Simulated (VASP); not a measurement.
## CdS (Hawleyite): relaxation of cell and atoms with PBE

CdS (Hawleyite):

```
CELL_PARAMETERS angstrom
0.00000 2.91650 2.91650
2.91650 0.00000 2.91650
2.91650 2.91650 0.00000
ATOMIC_POSITIONS crystal
Cd 0.00000 0.00000 0.00000
S 0.25000 0.25000 0.25000
```

```yaml
Program: VASP 6.6.1
Task: relaxation of cell and atoms
Functional: PBE
Potentials_or_basis: VASP PAW PBE potentials, release 64 (Cd, S)
Cutoff: 600 eV
k_mesh: 8 × 8 × 8
Occupations: fermi-dirac, width 0.02 eV
Spin: no spin polarisation
Dipole_correction: no
Further_INCAR_settings: ALGO = Normal; EDIFF = 1e-07; IBRION = 2; EDIFFG = -0.005; NSW = 80; ISIF = 3
```

| Property | Result |
| --- | --- |
| Relaxed volume | 26.15 Å³/atom |
| Relaxed cell | a = 4.197 Å, b = 4.197 Å, c = 4.197 Å, α = 60.00°, β = 60.00°, γ = 60.00° |
| Space group after relaxing (to 0.05 Å) | F-43m (No. 216) |
| Energy gained by relaxing | 12.6 meV/atom |
| Ionic steps | 3 |
| Pressure after relaxing | 0.0 GPa |
| Band gap on the k mesh | 1.03 eV, direct |

Step by step:
```csv
step,energy change (eV),largest force (eV/Å),pressure (GPa),volume (Å³)
1,0.0000,0.0000,3.18,49.62
2,-0.0226,0.0000,-0.91,53.23
3,-0.0253,0.0000,0.01,52.29
```

Final structure:
```cif
data_structure
_symmetry_space_group_name_H-M 'P 1'
_symmetry_Int_Tables_number 1
_cell_length_a 4.1974
_cell_length_b 4.1974
_cell_length_c 4.1974
_cell_angle_alpha 60.000
_cell_angle_beta 60.000
_cell_angle_gamma 60.000
_cell_volume 52.29
loop_
_atom_site_label
_atom_site_type_symbol
_atom_site_fract_x
_atom_site_fract_y
_atom_site_fract_z
_atom_site_occupancy
Cd1 Cd 0.00000 0.00000 0.00000 1
S1 S 0.25000 0.25000 0.25000 1
```

Levels at points of the mesh, in eV from the valence-band top:
```csv
k point,band 7,band 8,band 9,band 10,band 11,band 12
"(0.00, 0.00, 0.00)",0.00,0.00,0.00,1.03,6.55,6.55
"(0.50, 0.00, 0.00)",-4.09,-0.68,-0.68,2.93,7.00,7.00
"(0.50, 0.50, 0.00)",-3.73,-1.70,-1.70,3.64,4.27,9.02
```

Run time: 26 s on 1 thread of Intel(R) Xeon(R) 6975P-C (Granite Rapids), on a shared host, peak memory 0.22 GiB.

PBE gaps usually lie below the measured ones, often by a third to a half. PBE usually gives volumes a little too large and moduli too small.
